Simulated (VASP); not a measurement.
Here is a VASP 6.6.1 calculation.

File INCAR:

```
ALGO = Normal
EDIFF = 1E-7
ENCUT = 520
GGA = PE
ISIF = 2
ISMEAR = 0
LASPH = T
LCHARG = F
LREAL = F
LWAVE = F
NBANDS = 25
NELM = 100
PREC = Accurate
SIGMA = 0.1
```

KPOINTS

```
k-points
0
Gamma
  12 12 14
```

Contents of POSCAR:

```
YAl2N3
1.0
    5.1858266524      0.0000000000      0.0000000000
   -2.5929133262      4.4910576206      0.0000000000
    0.0000000000      0.0000000000      2.8205985040
Y Al N
1 2 3
Direct
    0.0000000000      0.0000000000      0.0000000000
    0.3333333333      0.6666666667      0.5000000000
    0.6666666667      0.3333333333      0.5000000000
    0.5000000000      0.0000000000      0.0000000000
    0.0000000000      0.5000000000      0.0000000000
    0.5000000000      0.5000000000      0.0000000000
```

Potentials or basis: VASP PAW PBE potentials, release 64 (Y_sv, Al, N).

Launch:

```bash
$ cat potpaw_PBE.64/Y_sv/POTCAR potpaw_PBE.64/Al/POTCAR potpaw_PBE.64/N/POTCAR > POTCAR
$ mpirun -np 1 vasp_std > vasp.out
```

Estimate the pressure.

-0.1 GPa.

Predict the band gap on the k mesh.

zero (band 16 reaches 8.05 eV, above the bottom of band 17 at 6.84 eV).

Stress tensor (GPa, compression positive):
```
-0.17  0.00  0.00
 0.00 -0.17  0.00
 0.00  0.00 -0.07
```
